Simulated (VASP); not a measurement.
# MnS (F-43m) in VASP: further runs

MnS is run at these levels: PBEsol; tasks: relaxation of cell and atoms, single point.

All numbers are computed with VASP 6.6.1; they aren't measurements. Logs are shortened: lines on timing, memory, paths and dates and some standing lists are left out, and cuts for length are marked.

### 1 The cell of the first run

The structure is cubic, space group F-43m (No. 216). Conventional cell: a = 5.600 Å, b = 5.600 Å, c = 5.600 Å, α = 90.00°, β = 90.00°, γ = 90.00°. Mn (site symmetry -43m) has 4 S at 2.42 Å within 3.2 Å. Within 3.2 Å of S (site symmetry -43m) lie 4 Mn at 2.42 Å.

### 2 Relaxation of cell and atoms, PBEsol, collinear spin, ferromagnetic start

Contents of INCAR:

```
SYSTEM = MnS
ALGO     = Normal         ! electronic algorithm
EDIFF    = 1E-6           ! SCF threshold, eV
EDIFFG   = -0.005         ! ionic threshold
ENCUT    = 600            ! plane-wave cutoff, eV
GGA      = PS             ! functional
IBRION   = 2              ! ionic algorithm
ISIF     = 3              ! what is computed and relaxed
ISMEAR   = 0              ! smearing method
ISPIN    = 2              ! spin polarisation
LASPH    = .True.         ! aspherical terms in the spheres
LCHARG   = .False.        ! write CHGCAR
LMAXMIX  = 4              ! l up to which the mixer works
LORBIT   = 11             ! projections on sites
LREAL    = .False.        ! projectors in reciprocal space
LWAVE    = .False.        ! write WAVECAR
MAGMOM   = 4.52 0.12      ! initial moments
NELM     = 150            ! most SCF steps
NSW      = 100            ! ionic steps
PREC     = Accurate       ! precision mode
SIGMA    = 0.1            ! smearing width, eV
```

Contents of KPOINTS:

```
k-points
0
Gamma
  14 14 14
  0 0 0
```

Contents of POSCAR:

```
MnS
1.0
    0.0000000000      2.8000000000      2.8000000000
    2.8000000000      0.0000000000      2.8000000000
    2.8000000000      2.8000000000      0.0000000000
Mn S
1 1
Direct
    0.0000000000      0.0000000000      0.0000000000
    0.7500000000      0.7500000000      0.7500000000
```

Potentials or basis: VASP PAW PBE potentials, release 64 (Mn_pv, S).

Run with:

```console
> cat potpaw_PBE.64/Mn_pv/POTCAR potpaw_PBE.64/S/POTCAR > POTCAR
> mpirun -np 1 vasp_std > vasp.out
```

OUTCAR:

```text
SYSTEM = MnS
   EDIFF = 1E-6
   EDIFFG = -0.005
   ENCUT = 600
   GGA = PS
   IBRION = 2
   ISIF = 3
   ISMEAR = 0
   ISPIN = 2
   LASPH = .True.
   LORBIT = 11
   LREAL = .False.
   NELM = 150
   NSW = 100
   PREC = Accurate

 ion  position               nearest neighbor table
   1  0.000  0.000  0.000-   2 2.42   2 2.42   2 2.42   2 2.42
   2  0.750  0.750  0.750-   1 2.42   1 2.42   1 2.42   1 2.42

  LATTYP: Found a face centered cubic cell.
 ALAT       =     5.6000000000

  Lattice vectors:

 A1 = (   0.0000000000,   2.8000000000,   2.8000000000)
 A2 = (   2.8000000000,   0.0000000000,   2.8000000000)
 A3 = (   2.8000000000,   2.8000000000,   0.0000000000)

Analysis of symmetry for initial positions (statically):
=====================================================================
 Subroutine PRICEL returns:
 Original cell was already a primitive cell.

 Routine SETGRP: Setting up the symmetry group for a
 face centered cubic supercell.

 Subroutine GETGRP returns: Found 24 space group operations
 (whereof 24 operations were pure point group operations)
 out of a pool of 48 trial point group operations.

The static configuration has the point symmetry T_d .

Analysis of symmetry for dynamics (positions and initial velocities):
=====================================================================
 Subroutine PRICEL returns:
 Original cell was already a primitive cell.

 Routine SETGRP: Setting up the symmetry group for a
 face centered cubic supercell.

 Subroutine GETGRP returns: Found 24 space group operations
 (whereof 24 operations were pure point group operations)
 out of a pool of 48 trial point group operations.

The dynamic configuration has the point symmetry T_d .

Analysis of structural, dynamic, and magnetic symmetry:
=====================================================================
 Subroutine PRICEL returns:
 Original cell was already a primitive cell.

 Routine SETGRP: Setting up the symmetry group for a
 face centered cubic supercell.

 Subroutine GETGRP returns: Found 24 space group operations
 (whereof 24 operations were pure point group operations)
 out of a pool of 48 trial point group operations.

The overall configuration has the point symmetry T_d .

 Subroutine INISYM returns: Found 24 space group operations
 (whereof 24 operations are pure point group operations),
 and found     1 'primitive' translations

----------------------------------------------------------------------------------------

                                     Primitive cell

  volume of cell :      43.9040

  direct lattice vectors                    reciprocal lattice vectors
     0.000000000  2.800000000  2.800000000    -0.178571429  0.178571429  0.178571429
     2.800000000  0.000000000  2.800000000     0.178571429 -0.178571429  0.178571429
     2.800000000  2.800000000  0.000000000     0.178571429  0.178571429 -0.178571429

  length of vectors
     3.959797975  3.959797975  3.959797975     0.309294787  0.309294787  0.309294787

  position of ions in fractional coordinates (direct lattice)
     0.000000000  0.000000000  0.000000000
     0.750000000  0.750000000  0.750000000

  ion indices of the primitive-cell ions
   primitive index   ion index
                 1           1
                 2           2

----------------------------------------------------------------------------------------

 KPOINTS: k-points

Automatic generation of k-mesh.
 Grid dimensions read from file:
 generate k-points for:   14   14   14

 Generating k-lattice:

  Cartesian coordinates                     Fractional coordinates (reciprocal lattice)
    -0.012755102  0.012755102  0.012755102     0.071428571  0.000000000  0.000000000
     0.012755102 -0.012755102  0.012755102     0.000000000  0.071428571  0.000000000
     0.012755102  0.012755102 -0.012755102     0.000000000  0.000000000  0.071428571

  Length of vectors
     0.022092485  0.022092485  0.022092485

  Shift w.r.t. Gamma in fractional coordinates (k-lattice)
     0.000000000  0.000000000  0.000000000

 Subroutine IBZKPT returns following result:
 ===========================================

 Found    104 irreducible k-points:

 Following reciprocal coordinates:
            Coordinates               Weight
  0.000000  0.000000  0.000000      1.000000
  0.071429  0.000000  0.000000      8.000000
  0.142857  0.000000  0.000000      8.000000
  0.214286  0.000000  0.000000      8.000000
  0.285714  0.000000  0.000000      8.000000
  0.357143  0.000000  0.000000      8.000000
[... 16 lines left out ...]
  0.214286  0.142857  0.000000     24.000000
  0.285714  0.142857  0.000000     24.000000
 [... further k-points ...]
   k-points           NKPTS =    104   k-points in BZ     NKDIM =    104   number of bands    NBANDS=     15
   number of dos      NEDOS =    301   number of ions     NIONS =      2
   total plane-waves  NPLWV =  32768
   dimension x,y,z NGX =    32 NGY =   32 NGZ =   32
   dimension x,y,z NGXF=    64 NGYF=   64 NGZF=   64
   ions per type =               1   1
   NGX,Y,Z   is equivalent  to a cutoff of  13.43, 13.43, 13.43 a.u.
   NGXF,Y,Z  is equivalent  to a cutoff of  26.87, 26.87, 26.87 a.u.
 SYSTEM =  MnS
   PREC   = accura    normal or accurate (medium, high low for compatibility)
   ISTART =      0    job   : 0-new  1-cont  2-samecut
   ICHARG =      2    charge: 1-file 2-atom 10-const
   ISPIN  =      2    spin polarized calculation?
   LNONCOLLINEAR =      F non collinear calculations
   LSORBIT =      F    spin-orbit coupling
   LASPH  =      T    aspherical Exc in radial PAW
   ENCUT  =  600.0 eV  44.10 Ry    6.64 a.u.   7.91  7.91  7.91*2*pi/ulx,y,z
   NELM   =    150;   NELMIN=  2; NELMDL= -5     # of ELM steps
   EDIFF  = 0.1E-05   stopping-criterion for ELM
   LREAL  =      F    real-space projection
   EDIFFG = -.5E-02   stopping-criterion for IOM
   NSW    =    100    number of steps for IOM
   IBRION =      2    ionic relax: 0-MD 1-quasi-New 2-CG
   NFREE  =      1    steps in history (QN), initial steepest desc. (CG)
   ISIF   =      3    stress and relaxation
   ISYM   =      2    0-nonsym 1-usesym 2-fastsym
   POTIM  = 0.5000    time-step for ionic-motion
   TEBEG  =    0.0;   TEEND  =   0.0 temperature during run
   PSTRESS=    0.0 pullay stress
   NELECT =      19.0000    total number of electrons
   NUPDOWN=      -1.0000    fix difference up-down
   EMIN   =  10.00;   EMAX   =-10.00  energy-range for DOS
   EFERMI =   0.00;   METHOD = LEGACY
   ISMEAR =     0;   SIGMA  =   0.10  broadening in eV -4-tet -1-fermi 0-gaus
   EFERMI_NEDOS =   21; number of points for ismear=-14 and -15
   IALGO  =     38    algorithm
   IMIX   =      4    mixing-type and parameters
     AMIX     =   0.40;   BMIX     =  1.00
     AMIX_MAG =   1.60;   BMIX_MAG =  1.00
  volume/ion in A,a.u.               =      21.95       148.14
  Fermi-wavevector in a.u.,A,eV,Ry     =   1.238297  2.340041 20.862879  1.533378
  Thomas-Fermi vector in A             =   2.372828
   LORBIT       =     11    0 simple, 1 ext, 2 COOP (PROOUT), +10 PAW based schemes
   GGA     = PS    functional components
   LHFCALC =     F    Hartree Fock is set to
   AEXX    =    0.0000 exact exchange contribution
   IVDW    =     0    specifies the selected vdW correction
   LEPSILON=     F    determine dielectric tensor
   LRPA    =     F    only Hartree local field effects (RPA)
 conjugate gradient relaxation of ions
 spin polarized calculation
 Gauss-broadening in eV      SIGMA  =   0.10
  energy-cutoff  :      600.00
  volume of cell :       43.90
 maximum number of plane-waves:      1479
   NGX = 15   NGY = 15   NGZ = 15

--------------------------------------- Ionic step        1  -------------------------------------------

 number of electron      18.9999994 magnetization       4.8893770

 Free energy of the ion-electron system (eV)
  ---------------------------------------------------
  ext. energy  EPLUGINS =         0.00000000
  ---------------------------------------------------
  free energy    TOTEN  =       -14.75614728 eV

  energy without entropy =      -14.75055988  energy(sigma->0) =      -14.75335358

------------------------ aborting loop because EDIFF is reached ----------------------------------------

  FORCE on cell =-STRESS in cart. coord.  units (eV):
  Direction    XX          YY          ZZ          XY          YZ          ZX
  --------------------------------------------------------------------------------------
  -------------------------------------------------------------------------------------
  Total       -0.5781293     -0.5781293     -0.5781293      0.0000000      0.0000000      0.0000000
  in kB      -21.0975237    -21.0975237    -21.0975237      0.0000000      0.0000000      0.0000000
  external PRESSURE =     -21.0975237 kB  Pullay stress =       0.0000000 kB
[... 57 lines left out ...]
  energy  without entropy=      -14.7657832194  energy(sigma->0) =      -14.76917270

--------------------------------------- Ionic step        3  -------------------------------------------

 number of electron      19.0000010 magnetization       4.6709521

 E-fermi :   4.7718     XC(G=0):  -9.8271

 val. band max:        4.7686617327   @ k =  -0.4286   0.3571   0.0714
 cond. band min:       4.7766150725   @ k =  -0.3571   0.3571   0.0000
 fundamental gap:      0.0079533398
 Fermi energy:         4.7718497540

 spin component 1

 k-point     1 :       0.0000    0.0000    0.0000
  band No.  band energies     occupation
      1     -45.5572      1.00000
      2     -45.5572      1.00000
      3     -45.5572      1.00000
      4      -9.3135      1.00000
      5      -0.1133      1.00000
      6      -0.1133      1.00000
      7      -0.1133      1.00000
      8       1.7773      1.00000
      9       1.7773      1.00000
     10       5.4385      0.00000
     11       5.4385      0.00000
     12       5.4385      0.00000
     13       6.0460      0.00000
     14      10.8331      0.00000
     15      10.8331      0.00000
[... 883 lines left out ...]
  energy  without entropy=      -14.7677695834  energy(sigma->0) =      -14.77132651

--------------------------------------- Ionic step        4  -------------------------------------------

 number of electron      19.0000008 magnetization       4.6300879

 Free energy of the ion-electron system (eV)
  ---------------------------------------------------
  ext. energy  EPLUGINS =         0.00000000
  ---------------------------------------------------
  free energy    TOTEN  =       -14.77505716 eV

  energy without entropy =      -14.76788009  energy(sigma->0) =      -14.77146863

 E-fermi :   4.8339     XC(G=0):  -9.8707

 val. band max:        4.8280397464   @ k =  -0.3571   0.3571   0.0714
 cond. band min:       4.8350256754   @ k =   0.5000   0.3571   0.0714
 fundamental gap:      0.0069859289
 Fermi energy:         4.8339132545

 spin component 1

 k-point     1 :       0.0000    0.0000    0.0000
  band No.  band energies     occupation
      1     -45.4643      1.00000
      2     -45.4643      1.00000
      3     -45.4643      1.00000
      4      -9.2866      1.00000
      5      -0.0599      1.00000
      6      -0.0599      1.00000
      7      -0.0599      1.00000
      8       1.8598      1.00000
      9       1.8598      1.00000
     10       5.5509      0.00000
     11       5.5509      0.00000
     12       5.5509      0.00000
     13       6.1638      0.00000
     14      10.9289      0.00000
     15      10.9289      0.00000
[... 879 lines left out ...]
  FREE ENERGIE OF THE ION-ELECTRON SYSTEM (eV)
  ---------------------------------------------------
  free  energy   TOTEN  =       -14.7750571639 eV

  energy  without entropy=      -14.7678800943  energy(sigma->0) =      -14.77146863

 reached required accuracy - stopping structural energy minimisation

 total charge

# of ion       s       p       d       tot
------------------------------------------
    1        0.277   6.241   4.940  11.458
    2        1.312   2.427   0.000   3.739
--------------------------------------------------
tot          1.589   8.669   4.940  15.197

 magnetization (x)

# of ion       s       p       d       tot
------------------------------------------
    1        0.048   0.068   4.002   4.118
    2        0.009   0.046   0.000   0.056
--------------------------------------------------
tot          0.057   0.115   4.002   4.174
```

It took 2.6 min on 1 thread of Intel Xeon 6975P-C (Granite Rapids), shared host; peak memory 0.3 GiB.

What came out:

```
Free energy                                           : -14.7751 eV
Relaxed volume                                        : 20.47 Å³/atom
Relaxed cell                                          : a = 3.869 Å, b = 3.869 Å, c = 3.869 Å, α = 60.00°, β = 60.00°, γ = 60.00°
Space group after relaxing (to 0.05 Å)                : F-43m (No. 216)
Energy gained by relaxing                             : 9.5 meV/atom
Ionic steps                                           : 4
Pressure after relaxing                               : 0.0 GPa
Net moment                                            : 4.63 μB per cell
Site moments                                          : Mn +4.12; S +0.06 μB
Valence electrons inside the program's atomic spheres : Mn 11.46; S 3.74
```

The path:
```csv
step,energy change (eV),largest force (eV/Å),pressure (GPa),volume (Å³)
1,0.0000,0.0000,-2.11,43.90
2,-0.0164,0.0000,-0.74,42.09
3,-0.0187,0.0000,-0.23,41.30
4,-0.0189,0.0000,0.00,40.95
```

Final structure:
```cif
data_structure
_symmetry_space_group_name_H-M 'P 1'
_symmetry_Int_Tables_number 1
_cell_length_a 3.8688
_cell_length_b 3.8688
_cell_length_c 3.8688
_cell_angle_alpha 60.000
_cell_angle_beta 60.000
_cell_angle_gamma 60.000
_cell_volume 40.95
loop_
_atom_site_label
_atom_site_type_symbol
_atom_site_fract_x
_atom_site_fract_y
_atom_site_fract_z
_atom_site_occupancy
Mn1 Mn 0.00000 0.00000 0.00000 1
S1 S 0.75000 0.75000 0.75000 1
```

Caveat: the PAW data sets were made with another functional, which shifts forces and pressure a little; a cell with one magnetic atom can't hold antiferromagnetic order, which such compounds often take; semilocal functionals often make such compounds metallic where correlation or magnetic order opens a gap, which also shifts bond lengths.

### 3 Relaxation of cell and atoms, PBEsol, collinear spin, ferromagnetic start, target pressure 90 GPa, at which the enthalpy is minimised

This run uses another cell than the first one, of 11.10 Å³/atom, 0.506 times its volume.

Contents of INCAR:

```
SYSTEM = MnS
  PREC = Accurate
  ENCUT = 600
  EDIFF = 1E-6
  ISMEAR = 0
  SIGMA = 0.1
  LREAL = .FALSE.
  LASPH = .TRUE.
  NELM = 150
  ALGO = Normal
  ISIF = 3
  LWAVE = .FALSE.
  LCHARG = .FALSE.
  ISPIN = 2
  MAGMOM = 4.29 0
  LORBIT = 11
  LMAXMIX = 4
  GGA = PS
  IBRION = 2
  NSW = 70
  EDIFFG = -0.008
  PSTRESS = 900.0
```

Contents of KPOINTS:

```
Automatic mesh
0
G
  16 16 16
  0 0 0
```

Contents of POSCAR:

```
MnS
1.0
    0.0000000000      2.2307679434      2.2307679434
    2.2307679434      0.0000000000      2.2307679434
    2.2307679434      2.2307679434      0.0000000000
Mn S
1 1
Direct
    0.0000000000      0.0000000000      0.0000000000
    0.7500000000      0.7500000000      0.7500000000
```

Potentials or basis: VASP PAW PBE potentials, release 64 (Mn_pv, S).

Run with:

```console
> cat potpaw_PBE.64/Mn_pv/POTCAR potpaw_PBE.64/S/POTCAR > POTCAR
> mpirun -np 1 vasp_std > vasp.out
```

Run time: 5.1 min. Hardware: 1 thread of Intel Xeon Platinum 8488C (Sapphire Rapids), shared host; peak memory 0.25 GiB.

It converged, with:

```yaml
Free_energy: -13.0968 eV
Relaxed_volume: 10.92 Å³/atom
Relaxed_cell: a = 3.137 Å, b = 3.137 Å, c = 3.137 Å, α = 60.00°, β = 60.00°, γ = 60.00°
Space_group_after_relaxing_to_0.05_Å: F-43m (No. 216)
Energy_change_on_relaxing_the_enthalpy_is_what_falls: +97.8 meV/atom
Ionic_steps: 4
Pressure_after_relaxing: 90.0 GPa
Net_moment: 0.00 μB per cell
Valence_electrons_inside_the_program's_atomic_spheres: Mn 12.97; S 3.93
```

Step by step:
```csv
step,energy change (eV),largest force (eV/Å),pressure (GPa),volume (Å³)
1,0.0000,0.0000,82.26,22.20
2,1.0646,0.0000,123.12,20.52
3,0.1900,0.0000,89.77,21.85
4,0.1956,0.0000,89.97,21.84
```

Final structure:
```
Mn S
1.0
     0.00000    2.21850    2.21850
     2.21850    0.00000    2.21850
     2.21850    2.21850    0.00000
Mn S
1 1
Direct
  0.00000 0.00000 0.00000
  0.75000 0.75000 0.75000
```

Levels at points of the mesh, in eV from the Fermi level:
Spin up:
```tsv
k point	band 7	band 8	band 9	band 10	band 11	band 12
(0.00, 0.00, 0.00)	-6.01	-1.35	-1.35	5.78	5.78	5.78
(0.50, 0.00, 0.00)	-5.53	-0.85	-0.85	-0.39	3.05	3.05
(0.50, 0.50, 0.00)	-4.46	-3.17	-0.13	0.07	0.28	0.28
```
Spin down:
```tsv
k point	band 5	band 6	band 7	band 8	band 9	band 10	band 11	band 12	band 13	band 14
(0.00, 0.00, 0.00)	-6.01	-6.01	-6.01	-1.35	-1.35	5.78	5.78	5.78	5.93	9.52
(0.50, 0.00, 0.00)	-8.26	-5.53	-5.53	-0.85	-0.85	-0.39	3.05	3.05	6.68	10.32
(0.50, 0.50, 0.00)	-8.66	-4.46	-4.46	-3.17	-0.13	0.07	0.28	0.28	7.76	8.13
```

Caveat: the starting moments collapsed, and a magnetic state may lie lower; the cell is relaxed towards a set pressure, so the enthalpy falls and the energy may rise; the PAW data sets were made with another functional, which shifts forces and pressure a little; semilocal functionals often make such compounds metallic where correlation or magnetic order opens a gap, which also shifts bond lengths. With open d or f shells a metallic result of PBEsol can be an artefact of self-interaction; +U or a hybrid may open a gap.

(Continued in part 2 of 2.)
